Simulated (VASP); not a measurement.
Set up this calculation in VASP 6.6.1, as the native input.

- Task: single point
- Functional: PBE
- Potentials or basis: VASP PAW PBE potentials, release 64 (Fe_sv, O)
- Cutoff: 700 eV
- k mesh: 6 × 6 × 6
- Occupations: fermi-dirac, width 0.05 eV
- Spin: collinear spin, ferromagnetic start
- Starting moments: [3.0, 0.0] μB
- Dipole correction: no
- Further INCAR settings: ALGO = Normal; EDIFF = 1e-06; NBANDS = 22

The structure of FeO lies in POSCAR:

```
FeO
1.0
    0.0000000000      2.1554000000      2.1554000000
    2.1554000000      0.0000000000      2.1554000000
    2.1554000000      2.1554000000      0.0000000000
Fe O
1 1
Direct
    0.0000000000      0.0000000000      0.0000000000
    0.5000000000      0.5000000000      0.5000000000
```

One way to write it, as run:

INCAR

```
ALGO = Normal
EDIFF = 1E-6
ENCUT = 700
GGA = PE
GGA_COMPAT = False
ISIF = 2
ISMEAR = -1
ISPIN = 2
LASPH = True
LCHARG = True
LELF = True
LMAXMIX = 4
LORBIT = 11
LREAL = False
LVHAR = True
LWAVE = False
MAGMOM = 3 0
NBANDS = 22
NELM = 200
PREC = Accurate
SIGMA = 0.05
```

KPOINTS

```
k-points
0
Gamma
  6 6 6
```

Potentials or basis: VASP PAW PBE potentials, release 64 (Fe_sv, O).

Launch:

```console
$ cat potpaw_PBE.64/Fe_sv/POTCAR potpaw_PBE.64/O/POTCAR > POTCAR
$ mpirun -np 1 vasp_std > vasp.out
```

It gave:

The pressure is -1.0 GPa. The band gap on the k mesh is zero (filled and empty bands overlap). The net moment is 4.00 μB per cell. The site moments are Fe +3.48; O +0.29 μB and the valence electrons inside the program's atomic spheres are Fe 13.62; O 5.00.

Caveat: the k points lie up to 0.42 Å⁻¹ apart, too coarse for converged energies and pressures of a metal; a cell with one magnetic atom can't hold antiferromagnetic order, which such compounds often take; semilocal functionals often make such compounds metallic where correlation or magnetic order opens a gap, which also shifts bond lengths.

Run time: 34 s on 1 thread of Intel(R) Xeon(R) Platinum 8375C CPU @ 2.90GHz (Ice Lake), on a shared host, peak memory 0.17 GiB.
